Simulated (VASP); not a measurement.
# NaHF2 (R-3m) in VASP: single point with PBEsol+D3(BJ)

Aim: the single point of NaHF2 with PBEsol+D3(BJ).

Program: VASP 6.6.1. These are calculated values, not measurements. Logs are shortened: lines on timing, memory, paths and dates and some standing lists are left out, and cuts for length are marked.

## (1) The cell of the first run

Symmetry: R-3m, No. 166, trigonal system. The conventional cell has a = 3.428 Å, b = 3.428 Å, c = 13.707 Å, α = 90.00°, β = 90.00°, γ = 120.00°. Na (site symmetry -3m) has 6 F at 2.29 Å within 3.0 Å. H (site symmetry -3m) has 2 F at 1.14 Å within 1.5 Å. F (site symmetry 3m) has 1 H at 1.14 Å within 1.5 Å.

## (2) Single point, PBEsol+D3(BJ)

Input file INCAR:

```
ALGO = Normal ; EDIFF = 1E-6
ENCUT = 520 ; GGA = PS
ISIF = 2 ; ISMEAR = 0
IVDW = 12 ; LASPH = T
LCHARG = F ; LREAL = F
LWAVE = F ; NBANDS = 19
NELM = 80 ; PREC = Accurate
SIGMA = 0.05
```

Input file KPOINTS:

```
k-points
0
Gamma
  9 9 9
```

Input file POSCAR:

```
NaHF2
1.0
    1.7138837399      0.9895112386      4.5691544269
   -1.7138837399      0.9895112386      4.5691544269
    0.0000000000     -1.9790224772      4.5691544269
Na H F
1 1 2
Direct
    0.0000000000      0.0000000000      0.0000000000
    0.5000000000      0.5000000000      0.5000000000
    0.4168825606      0.4168825606      0.4168825606
    0.5831174394      0.5831174394      0.5831174394
```

Potentials or basis: VASP PAW PBE potentials, release 64 (Na_pv, H, F).

Started as:

```
> cat potpaw_PBE.64/Na_pv/POTCAR potpaw_PBE.64/H/POTCAR potpaw_PBE.64/F/POTCAR > POTCAR
> mpirun -np 1 vasp_std > vasp.out
```

OUTCAR:

```text
EDIFF = 1E-6
   ENCUT = 520
   GGA = PS
   ISIF = 2
   ISMEAR = 0
   IVDW = 12
   LASPH = T
   LREAL = F
   NELM = 80
   PREC = Accurate
 IVDW          = 12

 ion  position               nearest neighbor table
   1  0.000  0.000  0.000-   4 2.29   4 2.29   3 2.29   3 2.29   4 2.29   3 2.29
   2  0.500  0.500  0.500-   3 1.14   4 1.14
   3  0.417  0.417  0.417-   2 1.14   1 2.29   1 2.29   1 2.29
   4  0.583  0.583  0.583-   2 1.14   1 2.29   1 2.29   1 2.29

  LATTYP: Found a trigonal (rhomboedric) cell.
 ALAT       =     4.9793274789
 COS(alpha) =     0.7630529352

  Lattice vectors:

 A1 = (   1.7138837399,   0.9895112386,   4.5691544269)
 A2 = (  -1.7138837399,   0.9895112386,   4.5691544269)
 A3 = (   0.0000000000,  -1.9790224772,   4.5691544269)

Analysis of symmetry for initial positions (statically):
=====================================================================
 Subroutine PRICEL returns:
 Original cell was already a primitive cell.

 Routine SETGRP: Setting up the symmetry group for a
 trigonal (rhombohedral) supercell.

 Subroutine GETGRP returns: Found 12 space group operations
 (whereof 12 operations were pure point group operations)
 out of a pool of 12 trial point group operations.

The static configuration has the point symmetry D_3d.

Analysis of symmetry for dynamics (positions and initial velocities):
=====================================================================
 Subroutine PRICEL returns:
 Original cell was already a primitive cell.

 Routine SETGRP: Setting up the symmetry group for a
 trigonal (rhombohedral) supercell.

 Subroutine GETGRP returns: Found 12 space group operations
 (whereof 12 operations were pure point group operations)
 out of a pool of 12 trial point group operations.

The dynamic configuration has the point symmetry D_3d.

 Subroutine INISYM returns: Found 12 space group operations
 (whereof 12 operations are pure point group operations),
 and found     1 'primitive' translations

----------------------------------------------------------------------------------------

                                     Primitive cell

  volume of cell :      46.4932

  direct lattice vectors                    reciprocal lattice vectors
     1.713883740  0.989511239  4.569154427     0.291735074  0.168433324  0.072952959
    -1.713883740  0.989511239  4.569154427    -0.291735074  0.168433324  0.072952959
     0.000000000 -1.979022477  4.569154427     0.000000000 -0.336866647  0.072952959

  length of vectors
     4.979327479  4.979327479  4.979327479     0.344675604  0.344675604  0.344675604

  position of ions in fractional coordinates (direct lattice)
     0.000000000  0.000000000  0.000000000
     0.500000000  0.500000000  0.500000000
     0.416882561  0.416882561  0.416882561
     0.583117439  0.583117439  0.583117439

  ion indices of the primitive-cell ions
   primitive index   ion index
                 1           1
                 2           2
                 3           3
                 4           4

----------------------------------------------------------------------------------------

 KPOINTS: k-points

Automatic generation of k-mesh.
 Grid dimensions read from file:
 generate k-points for:    9    9    9

 Generating k-lattice:

  Cartesian coordinates                     Fractional coordinates (reciprocal lattice)
     0.032415008  0.018714814  0.008105884     0.111111111  0.000000000  0.000000000
    -0.032415008  0.018714814  0.008105884     0.000000000  0.111111111  0.000000000
     0.000000000 -0.037429627  0.008105884     0.000000000  0.000000000  0.111111111

  Length of vectors
     0.038297289  0.038297289  0.038297289

  Shift w.r.t. Gamma in fractional coordinates (k-lattice)
     0.000000000  0.000000000  0.000000000

 Subroutine IBZKPT returns following result:
 ===========================================

 Found     85 irreducible k-points:

 Following reciprocal coordinates:
            Coordinates               Weight
  0.000000  0.000000  0.000000      1.000000
  0.111111  0.000000  0.000000      6.000000
  0.222222  0.000000  0.000000      6.000000
  0.333333 -0.000000  0.000000      6.000000
  0.444444  0.000000  0.000000      6.000000
  0.111111  0.111111  0.000000      6.000000
[... 16 lines left out ...]
 -0.333333  0.333333  0.000000      6.000000
  0.444444  0.444444 -0.000000      6.000000
 [... further k-points ...]
   k-points           NKPTS =     85   k-points in BZ     NKDIM =     85   number of bands    NBANDS=     19
   number of dos      NEDOS =    301   number of ions     NIONS =      4
   total plane-waves  NPLWV =  64000
   dimension x,y,z NGX =    40 NGY =   40 NGZ =   40
   dimension x,y,z NGXF=    80 NGYF=   80 NGZF=   80
   ions per type =               1   1   2
   NGX,Y,Z   is equivalent  to a cutoff of  13.35, 13.35, 13.35 a.u.
   NGXF,Y,Z  is equivalent  to a cutoff of  26.71, 26.71, 26.71 a.u.
 SYSTEM =  unknown system
   PREC   = accura    normal or accurate (medium, high low for compatibility)
   ISTART =      0    job   : 0-new  1-cont  2-samecut
   ICHARG =      2    charge: 1-file 2-atom 10-const
   ISPIN  =      1    spin polarized calculation?
   LNONCOLLINEAR =      F non collinear calculations
   LSORBIT =      F    spin-orbit coupling
   LASPH  =      T    aspherical Exc in radial PAW
   ENCUT  =  520.0 eV  38.22 Ry    6.18 a.u.   9.26  9.26  9.26*2*pi/ulx,y,z
   NELM   =     80;   NELMIN=  2; NELMDL= -5     # of ELM steps
   EDIFF  = 0.1E-05   stopping-criterion for ELM
   LREAL  =      F    real-space projection
   EDIFFG = 0.1E-04   stopping-criterion for IOM
   NSW    =      0    number of steps for IOM
   IBRION =     -1    ionic relax: 0-MD 1-quasi-New 2-CG
   NFREE  =      0    steps in history (QN), initial steepest desc. (CG)
   ISIF   =      2    stress and relaxation
   ISYM   =      2    0-nonsym 1-usesym 2-fastsym
   POTIM  = 0.5000    time-step for ionic-motion
   TEBEG  =    0.0;   TEEND  =   0.0 temperature during run
   PSTRESS=    0.0 pullay stress
   NELECT =      22.0000    total number of electrons
   NUPDOWN=      -1.0000    fix difference up-down
   EMIN   =  10.00;   EMAX   =-10.00  energy-range for DOS
   EFERMI =   0.00;   METHOD = LEGACY
   ISMEAR =     0;   SIGMA  =   0.05  broadening in eV -4-tet -1-fermi 0-gaus
   EFERMI_NEDOS =   21; number of points for ismear=-14 and -15
   IALGO  =     38    algorithm
   IMIX   =      4    mixing-type and parameters
     AMIX     =   0.40;   BMIX     =  1.00
     AMIX_MAG =   1.60;   BMIX_MAG =  1.00
  volume/ion in A,a.u.               =      11.62        78.44
  Fermi-wavevector in a.u.,A,eV,Ry     =   1.275712  2.410746 22.142683  1.627441
  Thomas-Fermi vector in A             =   2.408409
   LORBIT       =      0    0 simple, 1 ext, 2 COOP (PROOUT), +10 PAW based schemes
   GGA     = PS    functional components
   LHFCALC =     F    Hartree Fock is set to
   AEXX    =    0.0000 exact exchange contribution
   IVDW    =    12    specifies the selected vdW correction
   LEPSILON=     F    determine dielectric tensor
   LRPA    =     F    only Hartree local field effects (RPA)
 non-spin polarized calculation
 Gauss-broadening in eV      SIGMA  =   0.05
  energy-cutoff  :      520.00
  volume of cell :       46.49
 maximum number of plane-waves:      1271
 NGX is ok and might be reduce to    40
   NGX = 19   NGY = 19   NGZ = 19

 number of electron      22.0000004 magnetization

 Free energy of the ion-electron system (eV)
  ---------------------------------------------------
  ext. energy  EPLUGINS =         0.00000000
  ---------------------------------------------------
  free energy    TOTEN  =       -17.69685745 eV

  energy without entropy =      -17.69685745  energy(sigma->0) =      -17.69685745

 E-fermi :  -3.5054     XC(G=0):  -8.3224

 val. band max:       -3.8406936031   @ k =   0.4444   0.4444   0.4444
 cond. band min:       3.1422245120   @ k =   0.0000   0.0000   0.0000
 fundamental gap:      6.9829181151
 Fermi energy:        -3.5054072366

 k-point     1 :       0.0000    0.0000    0.0000
  band No.  band energies     occupation
      1     -24.2754      2.00000
      2     -23.1756      2.00000
      3     -22.0215      2.00000
      4     -22.0215      2.00000
      5     -21.8044      2.00000
      6      -8.8391      2.00000
[... 11 lines left out ...]
     18      17.6202      0.00000
     19      17.6202      0.00000

 k-point     2 :       0.1111    0.0000    0.0000
  band No.  band energies     occupation
      1     -24.2769      2.00000
      2     -23.1530      2.00000
      3     -22.0239      2.00000
      4     -22.0130      2.00000
      5     -21.8285      2.00000
      6      -8.7956      2.00000
[... 11 lines left out ...]
     18      16.6538      0.00000
     19      17.3389      0.00000

 k-point     3 :       0.2222    0.0000    0.0000
  band No.  band energies     occupation
      1     -24.2802      2.00000
      2     -23.0909      2.00000
      3     -22.0301      2.00000
      4     -21.9944      2.00000
      5     -21.8907      2.00000
      6      -8.6832      2.00000
[... 11 lines left out ...]
     18      15.6650      0.00000
     19      16.8736      0.00000

 k-point     4 :       0.3333   -0.0000    0.0000
  band No.  band energies     occupation
      1     -24.2840      2.00000
      2     -23.0106      2.00000
      3     -22.0371      2.00000
      4     -22.0077      2.00000
      5     -21.9365      2.00000
      6      -8.5506      2.00000
[... 407 lines left out ...]
     18      16.1784      0.00000
     19      16.9724      0.00000

 k-point    23 :      -0.3333    0.3333    0.0000
  band No.  band energies     occupation
      1     -24.1958      2.00000
      2     -23.1404      2.00000
      3     -22.0646      2.00000
      4     -21.9894      2.00000
      5     -21.8719      2.00000
      6      -8.3672      2.00000
[... 11 lines left out ...]
     18      15.9237      0.00000
     19      16.7611      0.00000

 k-point    24 :       0.4444    0.4444   -0.0000
  band No.  band energies     occupation
      1     -24.1268      2.00000
      2     -23.2830      2.00000
      3     -22.0666      2.00000
      4     -22.0419      2.00000
      5     -21.7528      2.00000
      6      -8.3402      2.00000
[... 11 lines left out ...]
     18      16.1746      0.00000
     19      16.6614      0.00000

 [... further k-points ...]

------------------------ aborting loop because EDIFF is reached ----------------------------------------

 Edisp (eV)   -0.28643

 E8    (eV) :    -0.1710

  FORCE on cell =-STRESS in cart. coord.  units (eV):
  Direction    XX          YY          ZZ          XY          YZ          ZX
  --------------------------------------------------------------------------------------
  -------------------------------------------------------------------------------------
  Total      -0.06716    -0.06716     0.14693     0.00000     0.00000    -0.00000
  in kB      -2.31449    -2.31449     5.06321     0.00000     0.00000    -0.00000
  external pressure =        0.14 kB  Pullay stress =        0.00 kB

 VOLUME and BASIS-vectors are now :
 -----------------------------------------------------------------------------
  energy-cutoff  :      520.00
  volume of cell :       46.49
      direct lattice vectors                 reciprocal lattice vectors
     1.713883740  0.989511239  4.569154427     0.291735074  0.168433324  0.072952959
    -1.713883740  0.989511239  4.569154427    -0.291735074  0.168433324  0.072952959
     0.000000000 -1.979022477  4.569154427     0.000000000 -0.336866647  0.072952959

 POSITION                                       TOTAL-FORCE (eV/Angst)
 -----------------------------------------------------------------------------------
      0.00000      0.00000      0.00000        -0.000000     -0.000000      0.000000
      0.00000      0.00000      6.85373         0.000000     -0.000000      0.000000
      0.00000      0.00000      5.71440        -0.000000     -0.000000     -0.066908
      0.00000      0.00000      7.99306        -0.000000      0.000000      0.066908
 -----------------------------------------------------------------------------------
    total drift:                               -0.000000     -0.000000     -0.000000

  FREE ENERGIE OF THE ION-ELECTRON SYSTEM (eV)
  ---------------------------------------------------
  free  energy   TOTEN  =       -17.9832899935 eV

  energy  without entropy=      -17.9832899935  energy(sigma->0) =      -17.98328999
```

Wall time 72 s (1 thread of Intel Xeon Platinum 8488C (Sapphire Rapids), shared host); peak memory 0.26 GiB.

What came out:

- Free energy: -17.9833 eV
- Pressure: 0.0 GPa
- Largest force: 0.067 eV/Å
- Band gap on the k mesh: 6.98 eV, indirect (least direct gap 7.16 eV)
- Dispersion energy per atom: -0.072 eV

Forces in eV/Å, atoms in the order of the input:
```
Na   0.000  0.000  0.000
H    0.000  0.000  0.000
F    0.000  0.000 -0.067
F    0.000  0.000  0.067
```

Levels at points of the mesh, in eV from the valence-band top:
| k point | band 7 | band 8 | band 9 | band 10 | band 11 | band 12 | band 13 | band 14 | band 15 | band 16 |
| --- | --- | --- | --- | --- | --- | --- | --- | --- | --- | --- |
| (0.00, 0.00, 0.00) | -0.49 | -0.49 | -0.24 | -0.24 | -0.18 | 6.98 | 13.32 | 14.58 | 17.52 | 19.30 |

Caveat: the PAW data sets were made with another functional, which shifts forces and pressure a little. A k mesh can miss the band edges.
